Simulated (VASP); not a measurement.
Wanted: the native input for a VASP 6.6.1 run.

```yaml
Task: single point
Functional: PBE
Dispersion: D3(BJ)
Potentials_or_basis: VASP PAW PBE potentials, release 64 (O, H, Na_pv, Br)
Cutoff: 520 eV
k_mesh: 1 × 1 × 1
Occupations: fermi-dirac, width 0.05 eV
Spin: no spin polarisation
Dipole_correction: no
Further_INCAR_settings: ALGO = Normal; EDIFF = 1e-06; NBANDS = 36
```

The structure of NaH8BrO4 lies in POSCAR:

```
NaH8BrO4
1.0
    5.9739610000      0.0000000000      0.0000000000
    0.0000000000      5.9739610000      0.0000000000
    0.0000000000      0.0000000000      5.9739610000
O H Na Br
4 8 1 1
Direct
    0.6097127182      0.2948462503      0.0510716424
    0.3322083957      0.8042235294      0.4365612698
    0.1520766540      0.3427709019      0.2232187321
    0.7193886937      0.9884731420      0.3647998372
    0.6511592560      0.3455663671     -0.1091570568
    0.7091609738      0.3892727120      0.1476909541
    0.2742903745      0.7396767404      0.3034167782
    0.2909125118      0.7020300266      0.5581388965
    0.0876972582      0.3611674063      0.0741718937
    0.3101125032      0.3669089905      0.1794119513
    0.6383369426      1.0586443400      0.2399747839
    0.6029835146      0.8827811229      0.4387875984
    0.0648983145      0.1319727397      0.4978104142
    0.9149875602      0.5283931382      0.7477450891
```

These files were run (other wordings do the same):

INCAR

```
PREC = Accurate ; ENCUT = 520
EDIFF = 1E-6 ; ISMEAR = -1
SIGMA = 0.05 ; LREAL = False
LASPH = True ; NELM = 120
ALGO = Normal ; ISIF = 2
LWAVE = False ; LCHARG = False
GGA = PE ; IVDW = 12
NBANDS = 36 ; GGA_COMPAT = False
```

KPOINTS

```
Automatic mesh
0
Gamma
  1 1 1
```

Potentials or basis: VASP PAW PBE potentials, release 64 (O, H, Na_pv, Br).

Launch:

```bash
$ cat potpaw_PBE.64/O/POTCAR potpaw_PBE.64/H/POTCAR potpaw_PBE.64/Na_pv/POTCAR potpaw_PBE.64/Br/POTCAR > POTCAR
$ mpirun -np 1 vasp_gam > vasp.out
```

Results of the run:

| Property | Result |
| --- | --- |
| Pressure | -0.1 GPa |
| Largest force | 2.232 eV/Å |
| Dispersion energy per atom | -0.045 eV |

Caveat: the k points lie up to 1.05 Å⁻¹ apart.

Wall time 39 s on 1 thread of Intel Xeon 8259CL, on a shared host, peak memory 0.3 GiB.
